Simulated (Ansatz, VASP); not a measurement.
# Two plane-wave programs on SnO2

File INCAR:

```
SYSTEM = SnO2
PREC = Accurate ; ENCUT = 520
EDIFF = 1E-6 ; ISMEAR = 0
SIGMA = 0.05 ; LREAL = .FALSE.
LASPH = .TRUE. ; NELM = 100
ALGO = Normal ; ISIF = 2
LWAVE = .FALSE. ; LCHARG = .FALSE.
GGA = PE ; NBANDS = 64
KPAR = 4
```

The input KPOINTS:

```
Automatic mesh
0
G
  8 8 8
  0 0 0
```

The input POSCAR:

```
SnO2
1.0
    5.1697993239      0.0000000000      0.0000000000
    0.0000000000      5.1697993239      0.0000000000
    0.0000000000      0.0000000000      5.1697993239
Sn O
4 8
Direct
    0.0145073329      0.5000000000      0.5000000000
    0.5145073329      0.5000000000      0.0000000000
    0.5145073329      0.0000000000      0.5000000000
    0.0145073329      0.0000000000      0.0000000000
    0.3390931048      0.1609068952      0.8390931048
    0.1609068952      0.8390931048      0.3390931048
    0.8390931048      0.3390931048      0.1609068952
    0.6609068952      0.6609068952      0.6609068952
    0.3390931048      0.3390931048      0.3390931048
    0.1609068952      0.6609068952      0.8390931048
    0.8390931048      0.1609068952      0.6609068952
    0.6609068952      0.8390931048      0.1609068952
```

Input for Ansatz:

```yaml
crystal:
  lattice:
    - [5.1697993239, 0.0, 0.0]
    - [0.0, 5.1697993239, 0.0]
    - [0.0, 0.0, 5.1697993239]
  atoms:
    - { symbol: Sn, position: [0.0145073329, 0.5, 0.5] }
    - { symbol: Sn, position: [0.5145073329, 0.5, 0.0] }
    - { symbol: Sn, position: [0.5145073329, 0.0, 0.5] }
    - { symbol: Sn, position: [0.0145073329, 0.0, 0.0] }
    - { symbol: O, position: [0.3390931048, 0.1609068952, 0.8390931048] }
    - { symbol: O, position: [0.1609068952, 0.8390931048, 0.3390931048] }
    - { symbol: O, position: [0.8390931048, 0.3390931048, 0.1609068952] }
    - { symbol: O, position: [0.6609068952, 0.6609068952, 0.6609068952] }
    - { symbol: O, position: [0.3390931048, 0.3390931048, 0.3390931048] }
    - { symbol: O, position: [0.1609068952, 0.6609068952, 0.8390931048] }
    - { symbol: O, position: [0.8390931048, 0.1609068952, 0.6609068952] }
    - { symbol: O, position: [0.6609068952, 0.8390931048, 0.1609068952] }
basis:
  ecutwfc: 420
kpoints:
  mp_grid: { grid: [8, 8, 8] }
hamiltonian:
  xc: pbe
scf:
  occupations: { method: gaussian, width: 0.05 }
output:
  forces: true
  stress: true
  eigenvalues: true
  write_density: true
  write_potential: true
  elf: true
  volumetric_format: npy
```

Change from the starting cell: all Sn atoms moved +0.075 Å, as atom 1 along Cartesian [1 0 0].

Alike in both runs: task single point; functional PBE; k mesh 8 × 8 × 8; occupations gaussian, width 0.05 eV; no spin polarisation.

|  | VASP | Ansatz |
| --- | --- | --- |
| version | VASP 6.6.1 | Ansatz 0.2.0 |
| potentials or method | VASP PAW PBE potentials, release 64 (Sn_d, O), cutoff 520 eV | scalar-relativistic, plane waves, PAW |
| valence electrons in the cell | 104 | 104 |

```csv
,VASP,Ansatz,Ansatz less VASP
gap on the k mesh at the Fermi level (eV),0.57,0.58,+0.009
least direct gap on the mesh (eV),0.65,0.66,+0.008
pressure (GPa),1.2,0.6,-0.59
"traceless stress, the component that is largest in VASP (GPa)",0.17,0.18,+0.011
rms of the force components (eV/Å),0.415,0.402,-0.0128
```

Atom by atom the forces differ by 0.013 eV/Å (rms over components).
